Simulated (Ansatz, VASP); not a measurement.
# One calculation of MgZn2Te3, two programs

```
Mg Zn Te
1.0
     4.45902    0.00023   -0.00010
    -0.00045    7.66646    0.01495
     0.00094    0.02184   10.93132
Mg Zn Te
2 4 6
Direct
  0.99990 0.33407 0.33464
  0.50018 0.83389 0.33444
  0.99958 0.99982 0.99474
  0.50029 0.49961 0.99462
  0.50017 0.16640 0.67195
  0.99988 0.66657 0.67218
  0.00018 0.00014 0.23967
  0.49993 0.49998 0.23955
  0.49963 0.16641 0.91648
  0.00022 0.66655 0.91665
  0.00013 0.33337 0.59262
  0.49992 0.83319 0.59247
```

Change from the starting cell: cell x2, atoms moved at random (sigma 0.15 Å) and cell strained at random (1.5 %), then relaxed without symmetry.

Alike in both runs: functional PBE; k mesh 4 × 2 × 2; occupations gaussian, width 0.1 eV; no spin polarisation.

Ansatz relaxed the structure, and its values are those at the end. VASP's run is a single point on that final structure, the one shown.

|  | VASP | Ansatz |
| --- | --- | --- |
| version | VASP 6.6.1 | Ansatz 0.2.0 |
| potentials or method | VASP PAW PBE potentials, release 64 (Mg, Zn, Te), cutoff 520 eV | scalar-relativistic, plane waves, PAW |
| valence electrons in the cell | 88 | 164 |

Ansatz gave:

```
gap on the k mesh at the Fermi level (eV) : 1.20
least direct gap on the mesh (eV)         : 1.20
pressure (GPa)                            : 0.0
rms of the force components (eV/Å)        : 0.003
```

**Question.** Which values does VASP return?

**Answer.** gap on the k mesh at the Fermi level (eV): 1.20; least direct gap on the mesh (eV): 1.20; pressure (GPa): 0.0; rms of the force components (eV/Å): 0.004.

VASP's potentials hold 88 valence electrons a cell and Ansatz's 164, so a difference there can come from the potentials and not from the codes.

Spin-orbit coupling is off throughout.
